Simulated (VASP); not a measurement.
AgO2 (fluorite type): single point with r2SCAN

The system is AgO2 (fluorite type).

```
Ag O
1.0
     0.00000    2.58952    2.58952
     2.58952    0.00000    2.58952
     2.58952    2.58952    0.00000
Ag O
1 2
Direct
  0.00000 0.00000 0.00000
  0.25000 0.25000 0.25000
  0.75000 0.75000 0.75000
```

* Program: VASP 6.6.1
* Task: single point
* Functional: r2SCAN
* Potentials or basis: VASP PAW PBE potentials, release 64 (Ag, O)
* Cutoff: 520 eV
* k mesh: 11 × 11 × 11
* Occupations: fermi-dirac, width 0.1 eV
* Spin: no spin polarisation

```json
{
  "Pressure": "-6.4 GPa",
  "Band gap on the k mesh": "zero (an odd number of electrons rules out a gap without spin polarisation)"
}
```

Levels at points of the mesh, in eV from the Fermi level:
```tsv
k point	band 9	band 10	band 11	band 12	band 13	band 14
(0.00, 0.00, 0.00)	-1.27	-1.27	0.30	0.30	0.30	5.05
```

Run time: 2 min on 1 thread of Intel(R) Xeon(R) Platinum 8488C (Sapphire Rapids), on a shared host, peak memory 0.18 GiB.

Caveat: the cell stands under tension; the PAW data sets were made with another functional, which shifts forces and pressure a little; an odd number of electrons without spin polarisation forces a metal; a magnetic or distorted state may lie lower.
